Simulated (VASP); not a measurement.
Set up this calculation in VASP 6.6.1, as the native input.

```
Task                   : relaxation of cell and atoms
Functional             : PBE
Potentials or basis    : VASP PAW PBE potentials, release 64 (La, Nb_sv, O)
Cutoff                 : 600 eV
k mesh                 : 4 × 4 × 4
Occupations            : gaussian, width 0.1 eV
Spin                   : no spin polarisation
Dipole correction      : no
Further INCAR settings : ALGO = Normal; EDIFF = 1e-07; IBRION = 2; EDIFFG = -0.04; NSW = 90; ISIF = 3
```

The structure of LaNb4O lies in POSCAR:

```
LaNb4O
1.0
    4.3254494200      0.0000000000      0.0000000000
    0.0000000000      4.3254494200      0.0000000000
    0.0000000000      0.0000000000      6.1302566000
La Nb O
1 4 1
Direct
    0.0000000000      0.0000000000      0.0000000000
    0.5000000000      0.0000000000      0.7565800000
    0.0000000000      0.5000000000      0.2434200000
    0.5000000000      0.0000000000      0.2434200000
    0.0000000000      0.5000000000      0.7565800000
    0.5000000000      0.5000000000      0.5000000000
```

The cell was generated, and may not be a known phase.

The input as run:

INCAR

```
ALGO = Normal
EDIFF = 1E-7
EDIFFG = -0.04
ENCUT = 600
GGA = PE
IBRION = 2
ISIF = 3
ISMEAR = 0
LASPH = True
LCHARG = False
LREAL = False
LWAVE = False
NELM = 100
NSW = 90
PREC = Accurate
SIGMA = 0.1
```

KPOINTS

```
k-points
0
Gamma
  4 4 4
```

Potentials or basis: VASP PAW PBE potentials, release 64 (La, Nb_sv, O).

Command:

```bash
$ cat potpaw_PBE.64/La/POTCAR potpaw_PBE.64/Nb_sv/POTCAR potpaw_PBE.64/O/POTCAR > POTCAR
$ mpirun -np 1 vasp_std > vasp.out
```

Results of the run:

The relaxed volume is 20.43 Å³/atom, the relaxed cell is a = 3.949 Å, b = 3.949 Å, c = 7.863 Å, α = 90.00°, β = 90.00°, γ = 90.00° and the space group after relaxing (to 0.1 Å) is P4/mmm (No. 123). The energy gained by relaxing is 862.5 meV/atom. The ionic steps are 22. The pressure after relaxing is 0.2 GPa. The largest force after relaxing is 0.017 eV/Å and the band gap on the k mesh is zero (an odd number of electrons rules out a gap without spin polarisation).

Caveat: the k points lie up to 0.40 Å⁻¹ apart in the final cell, too coarse for converged energies and pressures of a metal; a cell axis changed by over 15 % at a fixed basis, so the end point is rough; spin-orbit coupling is left out, which moves the levels of the heavy elements.

Wall time 20 min on 1 thread of Intel(R) Xeon(R) 6975P-C (Granite Rapids), on a shared host, peak memory 0.32 GiB.
